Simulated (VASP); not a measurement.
The system is WS2.

```
W S
1.0
     3.23142    0.00000    0.00000
    -1.61571    2.79849    0.00000
     0.00000    0.00000   15.02348
W S
2 4
Direct
  0.66667 0.33333 0.25000
  0.33333 0.66667 0.75000
  0.66667 0.33333 0.64448
  0.33333 0.66667 0.35552
  0.66667 0.33333 0.85552
  0.33333 0.66667 0.14448
```

| Quantity | Value |
| --- | --- |
| Program | VASP 6.6.1 |
| Task | relaxation of cell and atoms |
| Functional | PBE |
| Potentials or basis | VASP PAW PBE potentials, release 64 (W_sv, S) |
| Cutoff | 600 eV |
| k mesh | 12 × 12 × 2 |
| Occupations | gaussian, width 0.02 eV |
| Spin | no spin polarisation |

At the start: pressure -4.3 GPa; volume 22.64 Å³/atom.

**Question.** How do energy, volume and symmetry change on relaxing?

**Answer.** Over 5 steps the energy falls by 11.3 meV/atom and the volume is 21.90 Å³/atom (-3.3 %); space group P6_3/mmc (No. 194, to 0.05 Å).

The path:
| step | energy change (eV) | largest force (eV/Å) | pressure (GPa) | volume (Å³) |
| --- | --- | --- | --- | --- |
| 1 | 0.0000 | 0.5403 | -4.32 | 135.86 |
| 2 | 0.2258 | 1.6283 | 10.49 | 124.22 |
| 3 | -0.0644 | 0.0839 | -0.22 | 131.96 |
| 4 | -0.0645 | 0.0974 | -0.14 | 131.89 |
| 5 | -0.0677 | 0.0065 | 0.00 | 131.40 |

Final structure:
```yaml
crystal:
  lattice:
    - [3.18708, 0.00000, 0.00000]
    - [-1.59354, 2.76010, 0.00000]
    - [0.00000, 0.00000, 14.93770]
  atoms:
    - { symbol: W, position: [0.66667, 0.33333, 0.25000] }
    - { symbol: W, position: [0.33333, 0.66667, 0.75000] }
    - { symbol: S, position: [0.66667, 0.33333, 0.64478] }
    - { symbol: S, position: [0.33333, 0.66667, 0.35522] }
    - { symbol: S, position: [0.66667, 0.33333, 0.85522] }
    - { symbol: S, position: [0.33333, 0.66667, 0.14478] }
```

Caveat: this functional lacks dispersion, which binds the layers, so the pressure and a relaxed spacing across them are unreliable.
